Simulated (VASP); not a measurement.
# SiAg7Cl8 (a cell with a defect) in VASP: a series of runs, part 2 of 3

VASP 6.6.1. Earlier steps stand in the parts before.

**3. Single point, PBEsol**

Contents of INCAR:

```
ALGO = Normal
EDIFF = 1E-6
ENCUT = 400
GGA = PS
GGA_COMPAT = F
ISIF = 2
ISMEAR = -1
ISYM = -1
LASPH = T
LCHARG = F
LREAL = Auto
LWAVE = F
NBANDS = 82
NELECT = 132.0
NELM = 120
PREC = Accurate
SIGMA = 0.05
```

Contents of KPOINTS:

```
explicit points
4
Reciprocal
  0.25000000   0.25000000   0.25000000 2
  0.25000000   0.25000000   0.75000000 2
  0.25000000   0.75000000   0.25000000 2
  0.25000000   0.75000000   0.75000000 2
```

Contents of POSCAR:

```
SiAg7Cl8
1.0
    0.0000000000      5.4477500000      5.4477500000
    5.4477500000      0.0000000000      5.4477500000
    5.4477500000      5.4477500000      0.0000000000
Cl Ag Si
8 7 1
Direct
    0.7518240000      0.2454330000      0.2532540000
    0.2434030000      0.7517190000      0.7555880000
    0.2508050000      0.7446200000      0.2491020000
    0.7524560000      0.2443530000      0.7454260000
    0.2533390000      0.2500920000      0.7483370000
    0.7521080000      0.7534740000      0.2405980000
    0.2503420000      0.2454290000      0.2520740000
    0.7517960000      0.7527660000      0.7462480000
    0.0004090000      0.0014700000      0.0025550000
    0.9929560000      0.0031000000      0.5008560000
    0.4912310000      0.5055500000      0.0047230000
    0.9953010000      0.4965240000      0.0072360000
    0.5016890000      0.0024820000      0.4998270000
    0.5047240000      0.9999820000      0.9994930000
    0.0002060000      0.5006610000      0.4988040000
    0.4948500000      0.4960150000      0.5091860000
```

Potentials or basis: VASP PAW PBE potentials, release 64 (Cl, Ag, Si).

On the command line:

```sh
> cat potpaw_PBE.64/Cl/POTCAR potpaw_PBE.64/Ag/POTCAR potpaw_PBE.64/Si/POTCAR > POTCAR
> mpirun -np 1 vasp_std > vasp.out
```

OUTCAR:

```text
EDIFF = 1E-6
   ENCUT = 400
   GGA = PS
   ISIF = 2
   ISMEAR = -1
   ISYM = -1
   LASPH = T
   LREAL = Auto
   NELECT = 132.0
   NELM = 120
   PREC = Accurate

 ion  position               nearest neighbor table
   1  0.752  0.245  0.253-  10 2.66  13 2.69  12 2.69   9 2.69  16 2.76  11 2.77
   2  0.243  0.752  0.756-   9 2.71  11 2.71  16 2.74  12 2.74  10 2.75  13 2.77
   3  0.251  0.745  0.249-  11 2.63  15 2.69   9 2.71  16 2.75  14 2.77  10 2.78
   4  0.752  0.244  0.745-  10 2.65  14 2.68  16 2.69  15 2.75   9 2.75  11 2.84
   5  0.253  0.250  0.748-  16 2.66  13 2.70   9 2.73  14 2.74  15 2.74  12 2.75
   6  0.752  0.753  0.241-  14 2.66  12 2.67   9 2.70  15 2.76  13 2.77  16 2.81
[... 8 lines left out ...]
  15  0.000  0.501  0.499-   3 2.69   8 2.72   7 2.73   5 2.74   4 2.75   6 2.76
  16  0.495  0.496  0.509-   5 2.66   4 2.69   2 2.74   3 2.75   1 2.76   6 2.81

IMPORTANT INFORMATION: All symmetrisations will be switched off!
NOSYMM: (Re-)initialisation of all symmetry stuff for point group C_1.

----------------------------------------------------------------------------------------

                                     Primitive cell

  volume of cell :     323.3564

  direct lattice vectors                    reciprocal lattice vectors
     0.000000000  5.447750000  5.447750000    -0.091781011  0.091781011  0.091781011
     5.447750000  0.000000000  5.447750000     0.091781011 -0.091781011  0.091781011
     5.447750000  5.447750000  0.000000000     0.091781011  0.091781011 -0.091781011

  length of vectors
     7.704281934  7.704281934  7.704281934     0.158969373  0.158969373  0.158969373

  position of ions in fractional coordinates (direct lattice)
     0.751824000  0.245433000  0.253254000
     0.243403000  0.751719000  0.755588000
     0.250805000  0.744620000  0.249102000
     0.752456000  0.244353000  0.745426000
     0.253339000  0.250092000  0.748337000
     0.752108000  0.753474000  0.240598000
[... 8 lines left out ...]
     0.000206000  0.500661000  0.498804000
     0.494850000  0.496015000  0.509186000

  ion indices of the primitive-cell ions
   primitive index   ion index
                 1           1
                 2           2
                 3           3
                 4           4
                 5           5
                 6           6
[... 8 lines left out ...]
                15          15
                16          16

----------------------------------------------------------------------------------------

 KPOINTS: explicit points

Read explicit list of k-points.

 Found      4 k-points:

 Following reciprocal coordinates:
            Coordinates               Weight
  0.250000  0.250000  0.250000      0.250000
  0.250000  0.250000  0.750000      0.250000
  0.250000  0.750000  0.250000      0.250000
  0.250000  0.750000  0.750000      0.250000
   k-points           NKPTS =      4   k-points in BZ     NKDIM =      4   number of bands    NBANDS=     82
   number of dos      NEDOS =    301   number of ions     NIONS =     16
   total plane-waves  NPLWV = 125000
   dimension x,y,z NGX =    50 NGY =   50 NGZ =   50
   dimension x,y,z NGXF=   100 NGYF=  100 NGZF=  100
   ions per type =               8   7   1
   NGX,Y,Z   is equivalent  to a cutoff of  10.79, 10.79, 10.79 a.u.
   NGXF,Y,Z  is equivalent  to a cutoff of  21.58, 21.58, 21.58 a.u.
 SYSTEM =  unknown system
   PREC   = accura    normal or accurate (medium, high low for compatibility)
   ISTART =      0    job   : 0-new  1-cont  2-samecut
   ICHARG =      2    charge: 1-file 2-atom 10-const
   ISPIN  =      1    spin polarized calculation?
   LNONCOLLINEAR =      F non collinear calculations
   LSORBIT =      F    spin-orbit coupling
   LASPH  =      T    aspherical Exc in radial PAW
   ENCUT  =  400.0 eV  29.40 Ry    5.42 a.u.  12.56 12.56 12.56*2*pi/ulx,y,z
   NELM   =    120;   NELMIN=  2; NELMDL= -5     # of ELM steps
   EDIFF  = 0.1E-05   stopping-criterion for ELM
   LREAL  =      T    real-space projection
   EDIFFG = 0.1E-04   stopping-criterion for IOM
   NSW    =      0    number of steps for IOM
   IBRION =     -1    ionic relax: 0-MD 1-quasi-New 2-CG
   NFREE  =      0    steps in history (QN), initial steepest desc. (CG)
   ISIF   =      2    stress and relaxation
   ISYM   =     -1    0-nonsym 1-usesym 2-fastsym
   POTIM  = 0.5000    time-step for ionic-motion
   TEBEG  =    0.0;   TEEND  =   0.0 temperature during run
   PSTRESS=    0.0 pullay stress
   NELECT =     132.0000    total number of electrons
   NUPDOWN=      -1.0000    fix difference up-down
   EMIN   =  10.00;   EMAX   =-10.00  energy-range for DOS
   EFERMI =   0.00;   METHOD = LEGACY
   ISMEAR =    -1;   SIGMA  =   0.05  broadening in eV -4-tet -1-fermi 0-gaus
   EFERMI_NEDOS =   21; number of points for ismear=-14 and -15
   IALGO  =     38    algorithm
   IMIX   =      4    mixing-type and parameters
     AMIX     =   0.40;   BMIX     =  1.00
     AMIX_MAG =   1.60;   BMIX_MAG =  1.00
  volume/ion in A,a.u.               =      20.21       136.38
  Fermi-wavevector in a.u.,A,eV,Ry     =   1.214429  2.294939 20.066403  1.474839
  Thomas-Fermi vector in A             =   2.349850
   LORBIT       =      0    0 simple, 1 ext, 2 COOP (PROOUT), +10 PAW based schemes
   GGA     = PS    functional components
   LHFCALC =     F    Hartree Fock is set to
   AEXX    =    0.0000 exact exchange contribution
   IVDW    =     0    specifies the selected vdW correction
   LEPSILON=     F    determine dielectric tensor
   LRPA    =     F    only Hartree local field effects (RPA)
 non-spin polarized calculation
  energy-cutoff  :      400.00
  volume of cell :      323.36
 maximum number of plane-waves:      5901
 NGX is ok and might be reduce to    50
   NGX = 25   NGY = 25   NGZ = 25

 number of electron     132.0000001 magnetization

 Free energy of the ion-electron system (eV)
  ---------------------------------------------------
  ext. energy  EPLUGINS =         0.00000000
  ---------------------------------------------------
  free energy    TOTEN  =       -71.04910280 eV

  energy without entropy =      -70.82061864  energy(sigma->0) =      -70.93486072

 E-fermi :   3.7351     XC(G=0): -10.1850

 val. band max:        3.7255030126   @ k =   0.2500   0.2500   0.2500
 cond. band min:       3.7765309688   @ k =   0.2500   0.7500   0.2500
 fundamental gap:      0.0510279562
 Fermi energy:         3.7350670083

 k-point     1 :       0.2500    0.2500    0.2500
  band No.  band energies     occupation
      1     -11.2769      2.00000
      2     -10.9303      2.00000
      3     -10.8870      2.00000
      4     -10.8464      2.00000
      5     -10.7986      2.00000
      6     -10.7618      2.00000
[... 70 lines left out ...]
     77       9.6548      0.00000
     78       9.7014      0.00000

 k-point     2 :       0.2500    0.2500    0.7500
  band No.  band energies     occupation
      1     -11.1392      2.00000
      2     -11.0117      2.00000
      3     -10.9163      2.00000
      4     -10.8683      2.00000
      5     -10.8130      2.00000
      6     -10.7676      2.00000
[... 70 lines left out ...]
     77       9.1150      0.00000
     78       9.3898      0.00000

 k-point     3 :       0.2500    0.7500    0.2500
  band No.  band energies     occupation
      1     -11.1435      2.00000
      2     -10.9899      2.00000
      3     -10.9164      2.00000
      4     -10.8992      2.00000
      5     -10.8150      2.00000
      6     -10.7492      2.00000
[... 70 lines left out ...]
     77       9.1260      0.00000
     78       9.4002      0.00000

 k-point     4 :       0.2500    0.7500    0.7500
  band No.  band energies     occupation
      1     -11.1379      2.00000
      2     -11.0149      2.00000
      3     -10.9122      2.00000
      4     -10.8679      2.00000
      5     -10.8202      2.00000
      6     -10.7629      2.00000
[... 70 lines left out ...]
     77       9.1264      0.00000
     78       9.3946      0.00000
 [bands above 78 left out]

------------------------ aborting loop because EDIFF is reached ----------------------------------------

  FORCE on cell =-STRESS in cart. coord.  units (eV):
  Direction    XX          YY          ZZ          XY          YZ          ZX
  --------------------------------------------------------------------------------------
  -------------------------------------------------------------------------------------
  Total      -63.7185238    -63.7750752    -63.7379406     -0.0347390     -0.1057648     -0.1097091
  in kB     -315.7146860   -315.9948889   -315.8108932     -0.1721259     -0.5240470     -0.5435906
  external PRESSURE =    -315.8401560 kB  Pullay stress =       0.0000000 kB

 VOLUME and BASIS-vectors are now :
 -----------------------------------------------------------------------------
  energy-cutoff  :      400.00
  volume of cell :      323.36
      direct lattice vectors                 reciprocal lattice vectors
     0.000000000  5.447750000  5.447750000    -0.091781011  0.091781011  0.091781011
     5.447750000  0.000000000  5.447750000     0.091781011 -0.091781011  0.091781011
     5.447750000  5.447750000  0.000000000     0.091781011  0.091781011 -0.091781011

 POSITION                                       TOTAL-FORCE (eV/Angst)
 -----------------------------------------------------------------------------------
      2.71672      5.47541      5.43281         0.360617     -0.099135      0.071285
      8.21143      5.44225      5.42118        -0.502800     -0.013187      0.015483
      5.41355      2.72337      5.42283         0.137276      0.408326      0.050469
      5.39207      8.16009      5.43037         0.202033     -0.461482      0.079803
      5.43919      5.45688      2.74257         0.108835      0.052244      0.460917
      5.41546      5.40801      8.20203         0.055287      0.054768     -0.394345
[... 8 lines left out ...]
      5.44484      2.71848      2.72860        -0.001096     -0.051610     -0.030615
      5.47608      5.46974      5.39798         0.034499      0.004438     -0.047500
 -----------------------------------------------------------------------------------
    total drift:                               -0.000595      0.000275      0.000041

  FREE ENERGIE OF THE ION-ELECTRON SYSTEM (eV)
  ---------------------------------------------------
  free  energy   TOTEN  =       -71.0491028025 eV

  energy  without entropy=      -70.8206186362  energy(sigma->0) =      -70.93486072
```

Wall time 5.5 min (1 thread of Intel Xeon 8259CL, shared host); peak memory 0.36 GiB.

Results:

- Free energy: -71.0491 eV
- Largest force: 0.510 eV/Å

Forces on the atoms (eV/Å):
```
Cl   0.361 -0.099  0.071
Cl  -0.503 -0.013  0.015
Cl   0.137  0.408  0.050
Cl   0.202 -0.461  0.080
Cl   0.109  0.052  0.461
Cl   0.055  0.055 -0.394
Cl   0.036  0.044  0.015
Cl  -0.055 -0.019 -0.113
Ag  -0.037 -0.026 -0.057
Ag  -0.129  0.113  0.033
Ag  -0.125  0.021  0.026
Ag  -0.008 -0.014  0.076
Ag  -0.083  0.000 -0.090
Ag   0.007 -0.013 -0.096
Ag  -0.001 -0.052 -0.031
Si   0.034  0.004 -0.048
```

Levels at points of the mesh, in eV from the Fermi level:
| k point | band 63 | band 64 | band 65 | band 66 | band 67 | band 68 | band 69 | band 70 |
| --- | --- | --- | --- | --- | --- | --- | --- | --- |
| (0.25, 0.25, 0.25) | -0.04 | -0.04 | -0.03 | -0.01 | 0.05 | 0.06 | 2.40 | 2.75 |

Caveat: the cell carries a net charge on a neutralising background, which shifts energy and pressure; the cell is charged against a uniform background, so pressure and absolute levels hang on convention; the PAW data sets were made with another functional, which shifts forces and pressure a little.

[end of part 2 of 3]
